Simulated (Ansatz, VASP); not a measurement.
**Ga3BAs4 in VASP and in Ansatz**

```
Ga B As
1.0
     3.82952    0.00000    0.00000
     0.00000    3.82952    5.41576
     0.00000   -3.82952    5.41576
Ga B As
3 1 4
Direct
  0.50000 0.00000 0.50000
  0.50000 0.50000 0.00000
  0.00000 0.50000 0.50000
  0.00000 0.00000 0.00000
  0.50000 0.12500 0.12500
  0.00000 0.12500 0.62500
  0.00000 0.62500 0.12500
  0.50000 0.62500 0.62500
```

Alike in both runs: task relaxation of cell and atoms; functional PBE; k mesh 4 × 4 × 4; occupations gaussian, width 0.1 eV; no spin polarisation.

|  | VASP | Ansatz |
| --- | --- | --- |
| version | VASP 6.6.1 | Ansatz 0.2.0 |
| potentials or method | VASP PAW PBE potentials, release 64 (Ga_d, B, As), cutoff 600 eV | scalar-relativistic, plane waves, PAW |
| valence electrons in the cell | 62 | 102 |

|  | VASP | Ansatz | Ansatz less VASP |
| --- | --- | --- | --- |
| gap on the k mesh at the Fermi level, each at its own relaxed structure (eV) | 0.12 | 0.14 | +0.016 |
| relaxed volume (Å³/atom) | 21.15 | 21.08 | -0.067 |
| relaxed cell length with the largest relative difference (Å) | 3.928 | 3.921 | -0.0074 |

VASP's potentials hold 62 valence electrons a cell and Ansatz's 102, so a difference there can come from the potentials and not from the codes.
